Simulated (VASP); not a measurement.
Here is a VASP 6.6.1 calculation.

INCAR

```
  PREC = Accurate
  ENCUT = 520
  EDIFF = 1E-6
  ISMEAR = 0
  SIGMA = 0.2
  LREAL = False
  LASPH = True
  NELM = 80
  ALGO = Normal
  ISIF = 2
  LWAVE = False
  LCHARG = True
  GGA = PE
  LELF = True
  LVHAR = True
  NBANDS = 35
```

KPOINTS

```
regular mesh
0
Gamma
  8 8 2
```

POSCAR

```
MnSi3
1.0
    2.7456935739      0.0000000000      0.0000000000
    0.0000000000      2.7456935739      0.0000000000
    0.0000000000      0.0000000000     14.9229070100
Mn Si
2 6
Direct
    0.5000000000      0.5000000000      0.2500000000
    0.5000000000      0.5000000000      0.7500000000
    0.0000000000      0.0000000000      0.3404083824
    0.0000000000      0.0000000000      0.8404083824
    0.0000000000      0.0000000000      0.1595916176
    0.0000000000      0.0000000000      0.6595916176
    0.0000000000      1.0000000000      0.0000000000
    0.0000000000      1.0000000000      0.5000000000
```

Potentials or basis: VASP PAW PBE potentials, release 64 (Mn_pv, Si).

Run with:

```bash
$ cat potpaw_PBE.64/Mn_pv/POTCAR potpaw_PBE.64/Si/POTCAR > POTCAR
$ mpirun -np 1 vasp_std > vasp.out
```

Question: What does it give for the largest force?

Answer: 0.139 eV/Å.

Question: Predict the band gap on the k mesh.

Answer: Zero (band 25 reaches 10.74 eV, above the bottom of band 26 at 8.13 eV).

Forces on the atoms (eV/Å):
```
Mn   0.000  0.000  0.000
Mn   0.000  0.000  0.000
Si   0.000  0.000  0.139
Si   0.000  0.000  0.139
Si   0.000  0.000 -0.139
Si   0.000  0.000 -0.139
Si   0.000  0.000  0.000
Si   0.000  0.000  0.000
```

Spin polarisation is off, so any magnetic state and its effect on volume and gap are missing.
